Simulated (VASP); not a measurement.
Runs of VASP 6.6.1 on Li2SiN3. The structure is that of space group P6/mmm (No. 191), or close to it. The cells are those of the table. The cell was generated, and may not be a known phase.

```tsv
task	spin	cell	k mesh	cutoff (eV)	gap on the mesh (eV)	pressure (GPa)	moment (μB)	relaxed volume (Å³/atom)
relaxation of cell and atoms	collinear, ferromagnetic start	relaxed from a = 4.024, b = 4.024, c = 4.899 Å, angles 90.0, 90.0, 120.0°, 6 atoms	6 × 6 × 4	600	none	-0.1	(a)	7.67
single point	collinear, ferromagnetic start	a = 3.736, b = 3.736, c = 3.809 Å, angles 90.0, 90.0, 120.0°, 6 atoms	6 × 6 × 4	520	none	-	0.19	-
relaxation of cell and atoms	off	relaxed from a = 3.736, b = 3.736, c = 3.809 Å, angles 90.0, 90.0, 120.0°, 6 atoms	12 × 12 × 10	600	none	0.0	-	7.67
single point	collinear, ferromagnetic start	a = 4.024, b = 4.024, c = 4.899 Å, angles 90.0, 90.0, 120.0°, 6 atoms	6 × 6 × 4	520	none	-	1.36	-
single point	off	a = 3.739, b = 3.739, c = 3.804 Å, angles 90.0, 90.0, 120.0°, 6 atoms	12 × 12 × 10	520	none	-	-	-
```

Alike in all rows: level PBE; potentials or basis VASP PAW PBE potentials, release 64 (Li_sv, Si, N); smearing gaussian 0.1 eV.

Question: Estimate the missing entries.

Answer: (a) 0.00.

Caveats: some runs use coarse meshes; the cutoff is under 1.25 times the usual one of these potentials, so pressure, stress and relaxed cells hold a basis-set (Pulay) error; the volume moved by over 15 % at a fixed basis, so the end points are rough (at least some runs); a moment this small can come from the mesh or the smearing (at least some runs).

A gap of «none» marks levels without a gap at the run's occupations.
